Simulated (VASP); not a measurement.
# Co (P6_3/mmc) in VASP: further runs, part 2 of 2

VASP 6.6.1. The steps go on from the part before.

## (3) Single point, PBEsol, collinear spin, ferromagnetic start

This run uses another cell than the first one, of the same volume but with other edges.

The input, INCAR:

```
SYSTEM = Co
ALGO     = Fast           ! electronic algorithm
EDIFF    = 1E-7           ! SCF threshold, eV
ENCUT    = 520            ! plane-wave cutoff, eV
GGA      = PS             ! functional
ISIF     = 2              ! what is computed and relaxed
ISMEAR   = 0              ! smearing method
ISPIN    = 2              ! spin polarisation
LASPH    = .True.         ! aspherical terms in the spheres
LCHARG   = .False.        ! write CHGCAR
LMAXMIX  = 4              ! l up to which the mixer works
LORBIT   = 11             ! projections on sites
LREAL    = .False.        ! projectors in reciprocal space
LWAVE    = .False.        ! write WAVECAR
MAGMOM   = 1.79 1.79      ! initial moments
NBANDS   = 20             ! bands
NELM     = 150            ! most SCF steps
PREC     = Accurate       ! precision mode
SIGMA    = 0.15           ! smearing width, eV
```

The input, KPOINTS:

```
k-points
0
Gamma
  21 21 12
  0 0 0
```

The input, POSCAR:

```
Co
1.0
    2.4555255296      0.0000000000      0.0000000000
   -1.2277627648      2.1265474882      0.0000000000
    0.0000000000      0.0000000000      4.0996000000
Co
2
Direct
    0.3333333333      0.6666666667      0.2500000000
    0.6666666667      0.3333333333      0.7500000000
```

Potentials or basis: VASP PAW PBE potentials, release 64 (Co).

Command:

```
> cat potpaw_PBE.64/Co/POTCAR > POTCAR
> mpirun -np 1 vasp_std > vasp.out
```

OUTCAR:

```text
SYSTEM = Co
   EDIFF = 1E-7
   ENCUT = 520
   GGA = PS
   ISIF = 2
   ISMEAR = 0
   ISPIN = 2
   LASPH = .True.
   LORBIT = 11
   LREAL = .False.
   NELM = 150
   PREC = Accurate

 ion  position               nearest neighbor table
   1  0.333  0.667  0.250-   2 2.49   2 2.49   2 2.49   2 2.49   2 2.49   2 2.49
   2  0.667  0.333  0.750-   1 2.49   1 2.49   1 2.49   1 2.49   1 2.49   1 2.49

  LATTYP: Found a hexagonal cell.
 ALAT       =     2.4555255296
 C/A-ratio  =     1.6695407767

  Lattice vectors:

 A1 = (   2.4555255296,   0.0000000000,   0.0000000000)
 A2 = (  -1.2277627648,   2.1265474882,   0.0000000000)
 A3 = (   0.0000000000,   0.0000000000,   4.0996000000)

Analysis of symmetry for initial positions (statically):
=====================================================================
 Subroutine PRICEL returns:
 Original cell was already a primitive cell.

 Routine SETGRP: Setting up the symmetry group for a
 hexagonal supercell.

 Subroutine GETGRP returns: Found 24 space group operations
 (whereof 12 operations were pure point group operations)
 out of a pool of 24 trial point group operations.

The static configuration has the point symmetry D_3d.
 The point group associated with its full space group is D_6h.

Analysis of symmetry for dynamics (positions and initial velocities):
=====================================================================
 Subroutine PRICEL returns:
 Original cell was already a primitive cell.

 Routine SETGRP: Setting up the symmetry group for a
 hexagonal supercell.

 Subroutine GETGRP returns: Found 24 space group operations
 (whereof 12 operations were pure point group operations)
 out of a pool of 24 trial point group operations.

The dynamic configuration has the point symmetry D_3d.
 The point group associated with its full space group is D_6h.

Analysis of structural, dynamic, and magnetic symmetry:
=====================================================================
 Subroutine PRICEL returns:
 Original cell was already a primitive cell.

 Routine SETGRP: Setting up the symmetry group for a
[... 152 lines left out ...]
  free energy    TOTEN  =       -15.44971737 eV

  energy without entropy =      -15.42863679  energy(sigma->0) =      -15.43917708

 E-fermi :  10.2774     XC(G=0): -13.6589

 val. band max:       10.2746142326   @ k =   0.3333   0.2381   0.4167
 cond. band min:      10.2778305350   @ k =   0.0952   0.0952   0.1667
 fundamental gap:      0.0032163024
 Fermi energy:        10.2774274996

 spin component 1

 k-point     1 :       0.0000    0.0000    0.0000
  band No.  band energies     occupation
      1       1.2099      1.00000
      2       5.0193      1.00000
      3       7.4937      1.00000
      4       7.6958      1.00000
      5       7.6958      1.00000
      6       7.9811      1.00000
[... 541 lines left out ...]
     19      35.6980      0.00000
     20      36.7899      0.00000

 [... further k-points ...]

 spin component 2

 k-point     1 :       0.0000    0.0000    0.0000
  band No.  band energies     occupation
      1       1.2735      1.00000
      2       5.9333      1.00000
      3       9.0568      1.00000
      4       9.2860      1.00000
      5       9.2860      1.00000
      6       9.6175      1.00000
[... 541 lines left out ...]
     19      35.9805      0.00000
     20      37.2094      0.00000

 [... further k-points ...]

------------------------ aborting loop because EDIFF is reached ----------------------------------------

  FORCE on cell =-STRESS in cart. coord.  units (eV):
  Direction    XX          YY          ZZ          XY          YZ          ZX
  --------------------------------------------------------------------------------------
  -------------------------------------------------------------------------------------
  Total       -0.5975970     -0.5975970     -1.8663562      0.0000000     -0.0000000      0.0000000
  in kB      -44.7257843    -44.7257843   -139.6831720      0.0000000     -0.0000000      0.0000000
  external PRESSURE =     -76.3782469 kB  Pullay stress =       0.0000000 kB

 VOLUME and BASIS-vectors are now :
 -----------------------------------------------------------------------------
  energy-cutoff  :      520.00
  volume of cell :       21.41
      direct lattice vectors                 reciprocal lattice vectors
     2.455525530  0.000000000  0.000000000     0.407244799  0.235122894  0.000000000
    -1.227762765  2.126547488  0.000000000     0.000000000  0.470245788  0.000000000
     0.000000000  0.000000000  4.099600000     0.000000000  0.000000000  0.243926237

 POSITION                                       TOTAL-FORCE (eV/Angst)
 -----------------------------------------------------------------------------------
     -0.00000      1.41770      1.02490        -0.000000      0.000000      0.000000
      1.22776      0.70885      3.07470         0.000000     -0.000000      0.000000
 -----------------------------------------------------------------------------------
    total drift:                               -0.000000      0.000000     -0.000000

  FREE ENERGIE OF THE ION-ELECTRON SYSTEM (eV)
  ---------------------------------------------------
  free  energy   TOTEN  =       -15.4497173696 eV

  energy  without entropy=      -15.4286367924  energy(sigma->0) =      -15.43917708

 total charge

# of ion       s       p       d       tot
------------------------------------------
    1        0.495   0.537   7.266   8.298
    2        0.495   0.537   7.266   8.298
--------------------------------------------------
tot          0.990   1.074  14.533  16.596

 magnetization (x)

# of ion       s       p       d       tot
------------------------------------------
    1       -0.014  -0.050   1.670   1.605
    2       -0.014  -0.050   1.670   1.605
--------------------------------------------------
tot         -0.029  -0.100   3.340   3.210
```

OSZICAR:

```text
N       E                     dE             d eps       ncg     rms          rms(c)
DAV:   1     0.831870024174E+02    0.83187E+02   -0.79134E+03 28468   0.120E+03
DAV:   2    -0.134207623369E+02   -0.96608E+02   -0.86828E+02 27256   0.216E+02
DAV:   3    -0.179232822639E+02   -0.45025E+01   -0.43020E+01 30372   0.563E+01
DAV:   4    -0.179916397667E+02   -0.68358E-01   -0.68301E-01 33032   0.614E+00
DAV:   5    -0.179936488520E+02   -0.20091E-02   -0.20090E-02 31092   0.101E+00    0.160E+01
RMM:   6    -0.159418627560E+02    0.20518E+01   -0.83066E+00 32080   0.308E+01    0.796E+00
RMM:   7    -0.155021371842E+02    0.43973E+00   -0.92409E-01 31745   0.109E+01    0.431E+00
RMM:   8    -0.154657571129E+02    0.36380E-01   -0.26881E-02 37500   0.987E-01    0.173E+00
RMM:   9    -0.154505570282E+02    0.15200E-01   -0.82855E-03 39496   0.460E-01    0.516E-01
RMM:  10    -0.154498199470E+02    0.73708E-03   -0.14463E-03 37216   0.340E-01    0.148E-01
RMM:  11    -0.154497312748E+02    0.88672E-04   -0.59506E-04 42911   0.124E-01    0.591E-02
RMM:  12    -0.154497262796E+02    0.49952E-05   -0.56806E-05 39438   0.490E-02    0.412E-02
RMM:  13    -0.154497209259E+02    0.53538E-05   -0.17291E-05 39603   0.392E-02    0.143E-02
RMM:  14    -0.154497171490E+02    0.37769E-05   -0.55366E-06 38418   0.193E-02    0.349E-03
RMM:  15    -0.154497173384E+02   -0.18946E-06   -0.26519E-06 41791   0.729E-03    0.155E-03
RMM:  16    -0.154497173696E+02   -0.31141E-07   -0.13644E-07 23803   0.245E-03
   1 F= -.15449717E+02 E0= -.15439177E+02  d E =-.210806E-01  mag=     3.1856
```

stdout:

```text
POSCAR found type information on POSCAR Co
 POSCAR found :  1 types and       2 ions
 scaLAPACK will be used
 -----------------------------------------------------------------------------
|                                                                             |
|                                                                             |
|     You enforced a specific xc type in the INCAR file but a different       |
|     I HOPE YOU KNOW WHAT YOU ARE DOING!                                     |
|                                                                             |
 -----------------------------------------------------------------------------

 LDA part: xc-table for (Slater+PW92), standard interpolation
 POSCAR, INCAR and KPOINTS ok, starting setup
 FFT: planning ... GRIDC
 FFT: planning ... GRID_SOFT
 FFT: planning ... GRID
 WAVECAR not read
 entering main loop
WARNING in EDDRMM: call to ZHEGV failed, returncode =   8  4     19
WARNING in EDDRMM: call to ZHEGV failed, returncode =   6  3     19
WARNING in EDDRMM: call to ZHEGV failed, returncode =   8  4     17
WARNING in EDDRMM: call to ZHEGV failed, returncode =   8  4     18
WARNING in EDDRMM: call to ZHEGV failed, returncode =   8  4     20
WARNING in EDDRMM: call to ZHEGV failed, returncode =   8  4     20
WARNING in EDDRMM: call to ZHEGV failed, returncode =   8  4     19
 num prob  num prob  num prob  num prob  num prob WARNING in EDDRMM: call to ZHEGV failed, returncode =   8  4     18
 num prob  num prob  num prob RMM:  16    -0.154497173696E+02   -0.31141E-07   -0.13644E-07 23803   0.245E-03
```

Wall time 8.6 min (1 thread of Oxide Virtual Turin-like, shared host); peak memory 0.26 GiB.

What came out:

| Item | Value |
| --- | --- |
| Free energy | -15.4497 eV |
| Pressure | -7.6 GPa |
| Net moment | 3.19 μB per cell |
| Site moments | Co +1.60 μB |
| Valence electrons inside the program's atomic spheres | Co 8.30 |

Levels at points of the mesh, in eV from the Fermi level:
Spin up:
```csv
k point,band 7,band 8,band 9,band 10,band 11,band 12,band 13,band 14,band 15,band 16
"(0.00, 0.00, 0.00)",-2.30,-1.82,-1.82,-0.81,-0.81,-0.51,5.98,22.45,24.56,25.41
"(0.00, 0.00, 0.50)",-2.62,-2.62,-1.12,-1.12,-1.12,-1.12,14.30,14.30,23.15,23.15
```
Spin down:
```
           k point  band 3  band 4  band 5  band 6  band 7  band 8  band 9  band 10  band 11  band 12
(0.00, 0.00, 0.00)   -1.22   -0.99   -0.99   -0.66   -0.66   -0.49   -0.06    -0.06     1.05     1.05
(0.00, 0.00, 0.50)   -1.72   -1.72   -1.02   -1.02   -1.02   -1.02    0.71     0.71     0.71     0.71
```

Caveat: the stress differs along the axes, from -14 to -4 GPa; the PAW data sets were made with another functional, which shifts forces and pressure a little.

## (4) Single point, PBEsol, collinear spin, ferromagnetic start

This run uses another cell than the first one, of 11.25 Å³/atom.

The input, INCAR:

```
SYSTEM = Co
PREC = Accurate
ENCUT = 520
EDIFF = 1E-6
ISMEAR = 0
SIGMA = 0.15
LREAL = .FALSE.
LASPH = .TRUE.
NELM = 150
ALGO = Fast
ISIF = 2
LWAVE = .FALSE.
LCHARG = .FALSE.
ISPIN = 2
MAGMOM = 1.79 1.79
LORBIT = 11
LMAXMIX = 4
GGA = PS
NBANDS = 20
```

The input, KPOINTS:

```
regular mesh
0
G
  21 21 12
  0 0 0
```

The input, POSCAR:

```
Co
1.0
    2.5374000000      0.0000000000      0.0000000000
   -1.2687000000      2.1974528596      0.0000000000
    0.0000000000      0.0000000000      4.0335000000
Co
2
Direct
    0.3333333333      0.6666666667      0.2500000000
    0.6666666667      0.3333333333      0.7500000000
```

Command:

```
> cat potpaw_PBE.64/Co/POTCAR > POTCAR
> mpirun -np 1 vasp_std > vasp.out
```

Wall time 8.5 min (1 thread of Oxide Virtual Turin-like, shared host); peak memory 0.28 GiB.

Results (log left out):

| Quantity | Value |
| --- | --- |
| Free energy | -15.3757 eV |
| Pressure | -16.6 GPa |
| Net moment | 3.26 μB per cell |
| Site moments | Co +1.65 μB |
| Valence electrons inside the program's atomic spheres | Co 8.20 |

Stress tensor (GPa, compression positive):
```
-17.87   0.00   0.00
  0.00 -17.87   0.00
  0.00   0.00 -13.92
```

Levels at points of the mesh, in eV from the Fermi level:
Spin up:
```tsv
k point	band 7	band 8	band 9	band 10	band 11	band 12	band 13	band 14	band 15	band 16
(0.00, 0.00, 0.00)	-2.21	-1.94	-1.94	-0.83	-0.83	0.09	6.28	21.40	23.45	23.45
(0.00, 0.00, 0.50)	-2.61	-2.61	-1.13	-1.13	-1.13	-1.13	15.02	15.02	22.12	22.12
```
Spin down:
```
           k point  band 5  band 6  band 7  band 8  band 9  band 10
(0.00, 0.00, 0.00)   -0.81   -0.52   -0.52   -0.20   -0.20     0.08
(0.00, 0.00, 0.50)   -0.97   -0.97   -0.97   -0.97    0.71     0.71
```

Caveat: the cell stands under tension; the PAW data sets were made with another functional, which shifts forces and pressure a little.

## (5) Single point, PBEsol, collinear spin, ferromagnetic start

This run uses another cell than the first one, of 11.37 Å³/atom.

The input, INCAR:

```
ALGO = Normal ; EDIFF = 1E-7
ENCUT = 520 ; GGA = PS
ISIF = 2 ; ISMEAR = 0
ISPIN = 2 ; LASPH = T
LCHARG = F ; LMAXMIX = 4
LORBIT = 11 ; LREAL = F
LWAVE = F ; MAGMOM = 1.79 1.79
NBANDS = 20 ; NELM = 150
PREC = Accurate ; SIGMA = 0.15
```

The input, KPOINTS:

```
k-points
0
Gamma
  21 21 12
```

The input, POSCAR:

```
Co
1.0
    2.4310000000      0.0000000000      0.0000000000
   -1.2155000000      2.1053077566      0.0000000000
    0.0000000000      0.0000000000      4.4434000000
Co
2
Direct
    0.3333333333      0.6666666667      0.2500000000
    0.6666666667      0.3333333333      0.7500000000
```

Command:

```
> cat potpaw_PBE.64/Co/POTCAR > POTCAR
> mpirun -np 1 vasp_std > vasp.out
```

It took 4.1 min on 1 thread of Oxide Virtual Turin-like, shared host; peak memory 0.27 GiB.

It converged, with:

```yaml
Free_energy: -15.1863 eV
Pressure: -15.0 GPa
Net_moment: 3.31 μB per cell
Site_moments: Co +1.67 μB
Valence_electrons_inside_the_program's_atomic_spheres: Co 8.20
```

Stress tensor (GPa, compression positive):
```
 -5.71   0.00   0.00
  0.00  -5.71   0.00
  0.00   0.00 -33.65
```

Levels at points of the mesh, in eV from the Fermi level:
Spin up:
| k point | band 9 | band 10 | band 11 | band 12 | band 13 | band 14 |
| --- | --- | --- | --- | --- | --- | --- |
| (0.00, 0.00, 0.00) | -1.67 | -1.35 | -1.04 | -1.04 | 4.17 | 20.71 |
| (0.00, 0.00, 0.50) | -1.28 | -1.28 | -1.28 | -1.28 | 11.37 | 11.37 |
Spin down:
```
           k point  band 5  band 6  band 7  band 8  band 9  band 10
(0.00, 0.00, 0.00)   -0.94   -0.94   -0.74   -0.74    0.25     0.25
(0.00, 0.00, 0.50)   -0.91   -0.91   -0.91   -0.91    0.69     0.69
```

Caveat: the stress differs along the axes, from -34 to -6 GPa; the PAW data sets were made with another functional, which shifts forces and pressure a little.

## (6) Single point, PBEsol, collinear spin, ferromagnetic start

This run uses another cell than the first one, of 11.43 Å³/atom.

The input, INCAR:

```
SYSTEM = Co
  PREC = Accurate
  ENCUT = 520
  EDIFF = 1E-7
  ISMEAR = 0
  SIGMA = 0.15
  LREAL = .FALSE.
  LASPH = .TRUE.
  NELM = 150
  ALGO = Normal
  ISIF = 2
  LWAVE = .FALSE.
  LCHARG = .FALSE.
  ISPIN = 2
  MAGMOM = 1.79 1.79
  LORBIT = 11
  LMAXMIX = 4
  GGA = PS
  NBANDS = 20
```

The input, KPOINTS:

```
regular mesh
0
G
  21 21 12
  0 0 0
```

The input, POSCAR:

```
Co
1.0
    2.5292000000      0.0000000000      0.0000000000
   -1.2646000000      2.1903514513      0.0000000000
    0.0000000000      0.0000000000      4.1260000000
Co
2
Direct
    0.3333333333      0.6666666667      0.2500000000
    0.6666666667      0.3333333333      0.7500000000
```

Potentials or basis: VASP PAW PBE potentials, release 64 (Co).

Command:

```
> cat potpaw_PBE.64/Co/POTCAR > POTCAR
> mpirun -np 1 vasp_std > vasp.out
```

Run time: 6.7 min. Hardware: 1 thread of AMD EPYC 9755, shared host; peak memory 0.28 GiB.

The run converged. Its results:

```
Free energy                                           : -15.3365 eV
Pressure                                              : -19.1 GPa
Net moment                                            : 3.29 μB per cell
Site moments                                          : Co +1.67 μB
Valence electrons inside the program's atomic spheres : Co 8.17
```

Stress tensor (GPa, compression positive):
```
-18.39   0.00   0.00
  0.00 -18.39   0.00
  0.00   0.00 -20.60
```

Levels at points of the mesh, in eV from the Fermi level:
Spin up:
| k point | band 9 | band 10 | band 11 | band 12 | band 13 | band 14 |
| --- | --- | --- | --- | --- | --- | --- |
| (0.00, 0.00, 0.00) | -1.89 | -0.90 | -0.90 | -0.20 | 5.75 | 21.59 |
| (0.00, 0.00, 0.50) | -1.19 | -1.19 | -1.19 | -1.19 | 14.16 | 14.16 |
Spin down:
| k point | band 3 | band 4 | band 5 | band 6 | band 7 | band 8 | band 9 | band 10 | band 11 | band 12 |
| --- | --- | --- | --- | --- | --- | --- | --- | --- | --- | --- |
| (0.00, 0.00, 0.00) | -0.94 | -0.86 | -0.86 | -0.53 | -0.53 | -0.20 | -0.10 | -0.10 | 1.00 | 1.00 |
| (0.00, 0.00, 0.50) | -1.44 | -1.44 | -0.91 | -0.91 | -0.91 | -0.91 | 0.69 | 0.69 | 0.69 | 0.69 |

Caveat: the cell stands under tension; the PAW data sets were made with another functional, which shifts forces and pressure a little.

## (7) Single point, PBEsol, collinear spin, ferromagnetic start

This run uses another cell than the first one, of 11.43 Å³/atom.

The input, INCAR:

```
SYSTEM = Co
PREC = Accurate ; ENCUT = 520
EDIFF = 1E-6 ; ISMEAR = 0
SIGMA = 0.15 ; LREAL = .False.
LASPH = .True. ; NELM = 150
ALGO = Normal ; ISIF = 2
LWAVE = .False. ; LCHARG = .False.
ISPIN = 2 ; MAGMOM = 1.79 1.79
LORBIT = 11 ; LMAXMIX = 4
GGA = PS ; NBANDS = 20
```

The input, KPOINTS:

```
regular mesh
0
Gamma
  21 21 12
  0 0 0
```

The input, POSCAR:

```
Co
1.0
    2.5374000000      0.0000000000      0.0000000000
   -1.2687000000      2.1974528596      0.0000000000
    0.0000000000      0.0000000000      4.0996000000
Co
2
Direct
    0.3333333333      0.6666666667      0.2500000000
    0.6666666667      0.3333333333      0.7500000000
```

Command:

```
> cat potpaw_PBE.64/Co/POTCAR > POTCAR
> mpirun -np 1 vasp_std > vasp.out
```

It took 6.6 min on 1 thread of AMD EPYC 9755, shared host; peak memory 0.27 GiB.

It converged, with:

- Free energy: -15.3374 eV
- Pressure: -19.2 GPa
- Net moment: 3.29 μB per cell
- Site moments: Co +1.67 μB
- Valence electrons inside the program's atomic spheres: Co 8.17

Levels at points of the mesh, in eV from the Fermi level:
Spin up:
| k point | band 9 | band 10 | band 11 | band 12 | band 13 | band 14 |
| --- | --- | --- | --- | --- | --- | --- |
| (0.00, 0.00, 0.00) | -1.91 | -0.88 | -0.88 | -0.09 | 5.89 | 21.47 |
| (0.00, 0.00, 0.50) | -1.17 | -1.17 | -1.17 | -1.17 | 14.41 | 14.41 |
Spin down:
| k point | band 3 | band 4 | band 5 | band 6 | band 7 | band 8 | band 9 | band 10 | band 11 | band 12 |
| --- | --- | --- | --- | --- | --- | --- | --- | --- | --- | --- |
| (0.00, 0.00, 0.00) | -0.88 | -0.86 | -0.86 | -0.52 | -0.52 | -0.13 | -0.13 | -0.10 | 1.01 | 1.01 |
| (0.00, 0.00, 0.50) | -1.40 | -1.40 | -0.92 | -0.92 | -0.92 | -0.92 | 0.69 | 0.69 | 0.69 | 0.69 |

Caveat: the cell stands under tension; the PAW data sets were made with another functional, which shifts forces and pressure a little.

## (8) Summary

| cell | gap on the mesh (eV) | pressure (GPa) | moment (μB) |
| --- | --- | --- | --- |
| a = 2.537, b = 2.537, c = 3.835 Å, angles 90.0, 90.0, 120.0°, 2 atoms | none | -6.7 | 3.15 |
| a = 2.456, b = 2.456, c = 4.100 Å, angles 90.0, 90.0, 120.0°, 2 atoms | none | -7.6 | 3.19 |
| a = 2.537, b = 2.537, c = 4.034 Å, angles 90.0, 90.0, 120.0°, 2 atoms | none | -16.6 | 3.26 |
| a = 2.431, b = 2.431, c = 4.443 Å, angles 90.0, 90.0, 120.0°, 2 atoms | none | -15.0 | 3.31 |
| a = 2.529, b = 2.529, c = 4.126 Å, angles 90.0, 90.0, 120.0°, 2 atoms | none | -19.1 | 3.29 |
| a = 2.537, b = 2.537, c = 4.100 Å, angles 90.0, 90.0, 120.0°, 2 atoms | none | -19.2 | 3.29 |

Alike in all rows: task single point; level PBEsol; potentials or basis VASP PAW PBE potentials, release 64 (Co); spin collinear, ferromagnetic start; k mesh 21 × 21 × 12; cutoff (eV) 520; smearing gaussian 0.15 eV.

Caveats: the PAW data sets were made with another functional, which shifts forces and pressure a little; the cell stands under tension (at least some runs); the stress differs along the axes, from -13 to 6 GPa (at least some runs); the stress differs along the axes, from -14 to -4 GPa (at least some runs); the stress differs along the axes, from -34 to -6 GPa (at least some runs).

Total energies depend on the potentials used, so only differences within one code and one set of settings carry meaning.
